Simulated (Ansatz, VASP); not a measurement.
## Pb in VASP and in Ansatz

File INCAR:

```
  PREC = Accurate
  ENCUT = 520
  EDIFF = 1E-6
  ISMEAR = -1
  SIGMA = 0.05
  LREAL = F
  LASPH = T
  NELM = 60
  ALGO = Normal
  ISIF = 2
  LWAVE = F
  LCHARG = F
  GGA = PE
  NBANDS = 21
```

KPOINTS

```
regular mesh
0
Gamma
  8 8 8
```

The input POSCAR:

```
Pb
1.0
   -0.0687800011      3.4046100549      3.4046100549
    3.4046100549     -0.0687800011      3.4046100549
    3.4046100549      3.4046100549     -0.0687800011
Pb
2
Direct
    0.0000000000      0.0000000000      0.0000000000
    0.2500000000      0.2500000000      0.2500000000
```

Input for Ansatz:

```yaml
crystal:
  lattice:
    - [-0.0687800011, 3.4046100549, 3.4046100549]
    - [3.4046100549, -0.0687800011, 3.4046100549]
    - [3.4046100549, 3.4046100549, -0.0687800011]
  atoms:
    - { symbol: Pb, position: [0.0, 0.0, 0.0] }
    - { symbol: Pb, position: [0.25, 0.25, 0.25] }
kpoints:
  mp_grid: { grid: [8, 8, 8] }
  band_path:
    path:
      - [0.0, 0.0, 0.0]
      - [0.5, 0.5, 0.5]
      - [0.2551801333, 0.5, 0.7448198667]
      - [-0.2551801333, 0.2551801333, 0.5]
      - [0.0, 0.0, 0.5]
      - [0.0, 0.0, 0.0]
      - [-0.3775900666, 0.0, 0.3775900666]
      - [0.0, 0.3775900666, 0.6224099334]
      - [0.0, 0.5, 0.5]
    npoints: 5
scf:
  occupations: { method: fermi_dirac, width: 0.05 }
hamiltonian:
  xc: pbe
  pseudopotentials: { kind: all_electron, lapw: { basis_error: 0.00025 } }
output:
  forces: true
  stress: true
  eigenvalues: true
```

Change from the starting cell: equal xy, yz and zx shear strains of -2 %.

Alike in both runs: task single point; functional PBE; k mesh 8 × 8 × 8; occupations fermi-dirac, width 0.05 eV; no spin polarisation.

|  | VASP | Ansatz |
| --- | --- | --- |
| version | VASP 6.6.1 | Ansatz 0.2.0 |
| potentials or method | VASP PAW PBE potentials, release 64 (Pb_d), cutoff 520 eV | all-electron LAPW, scalar-relativistic |

```tsv
	VASP	Ansatz	Ansatz less VASP
pressure (GPa)	2.4	2.4	+0.05
traceless stress, the component that is largest in VASP (GPa)	0.77	0.77	+0.001
rms of the force components (eV/Å)	0.165	0.165	+0.0006
```

Atom by atom the forces differ by 0.001 eV/Å (rms over components). Ansatz ran all-electron here, and VASP with PAW potentials.

Neither program's run includes spin-orbit coupling.
